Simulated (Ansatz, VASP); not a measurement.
**Two plane-wave programs on Si**

Contents of INCAR:

```
SYSTEM = Si
PREC = Accurate
ENCUT = 600
EDIFF = 1E-7
ISMEAR = 0
SIGMA = 0.1
LREAL = .False.
LASPH = .True.
NELM = 100
ALGO = Normal
ISIF = 3
LWAVE = .False.
LCHARG = .False.
GGA = PE
IBRION = 2
NSW = 100
EDIFFG = -0.01
```

Contents of KPOINTS:

```
Automatic mesh
0
Gamma
  26 26 26
  0 0 0
```

Contents of POSCAR:

```
Si
1.0
   -1.4564518337      1.4888463081      1.6689368819
    1.4564518337     -1.4888463081      1.6689368819
    1.4564518337      1.4888463081     -1.6689368819
Si
1
Direct
    0.5000000000      0.0000000000      0.5000000000
```

Input for Ansatz:

```yaml
crystal:
  lattice:
    - [-1.4564518337, 1.4888463081, 1.6689368819]
    - [1.4564518337, -1.4888463081, 1.6689368819]
    - [1.4564518337, 1.4888463081, -1.6689368819]
  atoms:
    - { symbol: Si, position: [0.5, 0.0, 0.5] }
basis:
  ecutwfc: 420
kpoints:
  mp_grid: { grid: [26, 26, 26] }
hamiltonian:
  xc: pbe
scf:
  occupations: { method: gaussian, width: 0.1 }
output:
  forces: true
  stress: true
  eigenvalues: true
relax:
  adjacent_minimum: "off"
  f_tol: 0.01
  max_steps: 80
  cell: { stress_tol: 0.05 }
```

Alike in both runs: task relaxation of cell and atoms; functional PBE; k mesh 26 × 26 × 26; occupations gaussian, width 0.1 eV; no spin polarisation.

|  | VASP | Ansatz |
| --- | --- | --- |
| version | VASP 6.6.1 | Ansatz 0.2.0 |
| potentials or method | VASP PAW PBE potentials, release 64 (Si), cutoff 600 eV | scalar-relativistic, plane waves, PAW |
| valence electrons in the cell | 4 | 4 |

```csv
,VASP,Ansatz,Ansatz less VASP
"gap on the k mesh at the Fermi level, each at its own relaxed structure (eV)",none,none,-
relaxed volume (Å³/atom),14.49,14.49,+0.006
relaxed cell length with the largest relative difference (Å),2.688,2.689,+0.0007
```

A gap of «none» marks a metal or a gap that the smearing closes.
